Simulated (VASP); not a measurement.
Here is a VASP 6.6.1 calculation.

File INCAR:

```
SYSTEM = Fe
ALGO = Normal
EDIFF = 1E-6
ENCUT = 600
GGA = PE
GGA_COMPAT = .False.
ISIF = 2
ISMEAR = -1
ISPIN = 2
LASPH = .True.
LCHARG = .True.
LELF = .True.
LMAXMIX = 4
LORBIT = 11
LREAL = .False.
LVHAR = .True.
LWAVE = .False.
MAGMOM = 2.5
NBANDS = 14
NELM = 200
PREC = Accurate
SIGMA = 0.1
```

KPOINTS

```
k-points
0
Gamma
  4 4 4
  0 0 0
```

POSCAR

```
Fe
1.0
   -1.4707503117      1.4707503117      1.4707503117
    1.4707503117     -1.4707503117      1.4707503117
    1.4707503117      1.4707503117     -1.4707503117
Fe
1
Direct
    0.0000000000      0.0000000000      0.0000000000
```

Potentials or basis: VASP PAW PBE potentials, release 64 (Fe).

The run is started by

```console
$ cat potpaw_PBE.64/Fe/POTCAR > POTCAR
$ mpirun -np 1 vasp_std > vasp.out
```

Problem. What does it give for the pressure?

Solution. -11.4 GPa.

Problem. What does it give for the site moments?

Solution. Fe +2.59 μB.

Problem. Estimate the net moment.

Solution. 2.58 μB per cell.

Caveat: the k points lie up to 0.76 Å⁻¹ apart.
